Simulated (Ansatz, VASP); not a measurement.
Li3ZrN2: VASP beside Ansatz

```xyz
6
Lattice="4.4686 0.0000 0.0000 -2.2343 3.8699 0.0000 0.0000 0.0000 3.3174" Properties=species:S:1:pos:R:3 pbc="T T T"
Li   -1.1171    1.9350    3.1371
Li    2.2343    0.0000    3.1371
Li    1.1171    1.9350    3.1371
Zr    0.0000    0.0000    1.4728
N     2.2343    1.2900    1.4747
N     0.0000    2.5799    1.4747
```

Change from the starting cell: species swapped into the NaSn2Pd3 type (P6mm, No. 183).

Alike in both runs: functional PBE; k mesh 3 × 3 × 3; occupations gaussian, width 0.15 eV; no spin polarisation.

Ansatz relaxed the structure, and its values are those at the end. VASP's run is a single point on that final structure, the one shown.

```csv
,VASP,Ansatz
version,VASP 6.6.1,Ansatz 0.2.0
potentials or method,"VASP PAW PBE potentials, release 64 (Li_sv, Zr_sv, N), cutoff 750 eV","scalar-relativistic, plane waves, PAW"
valence electrons in the cell,31,31
```

Ansatz gave:

| Quantity | Value |
| --- | --- |
| gap on the k mesh at the Fermi level (eV) | none |
| pressure (GPa) | -0.1 |
| rms of the force components (eV/Å) | 0.018 |

**Question.** Estimate VASP's values.

**Answer.** gap on the k mesh at the Fermi level (eV): none; pressure (GPa): -0.2; rms of the force components (eV/Å): 0.018.

A gap of «none» marks a metal or a gap that the smearing closes.

The k mesh is coarse, so the values compare programs but aren't converged.
